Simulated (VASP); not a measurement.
**SrO: single point with r2SCAN**

SrO:

```
Sr O
1.0
     3.60005    0.00000    0.00000
    -1.80002    3.11773    0.00000
     0.00000    0.00000    6.29912
Sr O
2 2
Direct
  0.66667 0.33333 0.75000
  0.33333 0.66667 0.25000
  0.00000 0.00000 0.50000
  0.00000 0.00000 0.00000
```

- Program: VASP 6.6.1
- Task: single point
- Functional: r2SCAN
- Potentials or basis: VASP PAW PBE potentials, release 64 (Sr_sv, O)
- Cutoff: 520 eV
- k mesh: 9 × 9 × 5
- Occupations: fermi-dirac, width 0.05 eV
- Spin: no spin polarisation

The pressure is -3.2 GPa and the band gap on the k mesh is 3.44 eV, direct.

Stress tensor (GPa, compression positive):
```
-2.99  0.00  0.00
 0.00 -2.99  0.00
 0.00  0.00 -3.57
```

Levels at points of the mesh, in eV from the valence-band top:
```csv
k point,band 13,band 14,band 15,band 16,band 17,band 18,band 19,band 20
"(0.00, 0.00, 0.00)",-0.97,-0.73,-0.73,0.00,3.44,5.34,5.63,6.64
```

Wall time 3.3 min on 1 thread of Intel(R) Xeon(R) Platinum 8259CL CPU @ 2.50GHz (Skylake/Cascade Lake) (shared host), peak memory 0.22 GiB.

Caveat: the PAW data sets were made with another functional, which shifts forces and pressure a little. A k mesh can miss the band edges.
